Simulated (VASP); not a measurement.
Crystal: HoO.

```
Ho O
1.0
     3.14743    0.00000    0.00000
    -1.57372    2.72576    0.00000
     0.00000    0.00000    5.24991
Ho O
1 1
Direct
  0.66667 0.33333 0.00000
  0.00000 0.00000 0.50000
```

The cell was generated, and may not be a known phase.

* Program: VASP 6.6.1
* Task: relaxation of cell and atoms
* Functional: PBE
* Potentials or basis: VASP PAW PBE potentials, release 64 (Ho_3, O), 4f in core
* Cutoff: 600 eV
* k mesh: 6 × 6 × 4
* Occupations: gaussian, width 0.1 eV
* Spin: no spin polarisation

At the start: pressure -10.1 GPa; volume 22.52 Å³/atom.

Task: Where does the relaxation end?

Result: Over 9 steps the energy falls by 2754.1 meV/atom and the volume is 14.22 Å³/atom (-36.8 %); space group P-6m2 (No. 187, to 0.1 Å) before and after.

Step by step:
```
step  energy change (eV)  largest force (eV/Å)  pressure (GPa)  volume (Å³)
   1              0.0000                0.0000          -10.07        45.04
   2             -4.8329                0.0000          -16.08        34.52
   3             -5.2570                0.0000          -13.40        32.55
   4             -5.3276                0.0000            2.21        28.39
   5             -5.4486                0.0000           -7.88        30.50
   6             -5.4535                0.0000           -6.62        30.16
   7             -5.4661                0.0000            8.11        27.03
   8             -5.4964                0.0000            0.61        28.39
   9             -5.5082                0.0000            0.01        28.45
```

Final structure:
```xyz
2
Lattice="3.2549 0.0000 0.0000 -1.6274 2.8188 0.0000 0.0000 0.0000 3.1008" Properties=species:S:1:pos:R:3 pbc="T T T"
Ho    1.6274    0.9396    3.1008
O    -1.6274    2.8188    1.5504
```

Caveat: the k points lie up to 0.51 Å⁻¹ apart in the final cell, too coarse for converged energies and pressures of a metal; the volume moved by over 15 % at a fixed basis, so the end points are rough; an odd number of electrons without spin polarisation forces a metal; a magnetic or distorted state may lie lower; the run has no spin polarisation, though such a crystal can be magnetic.
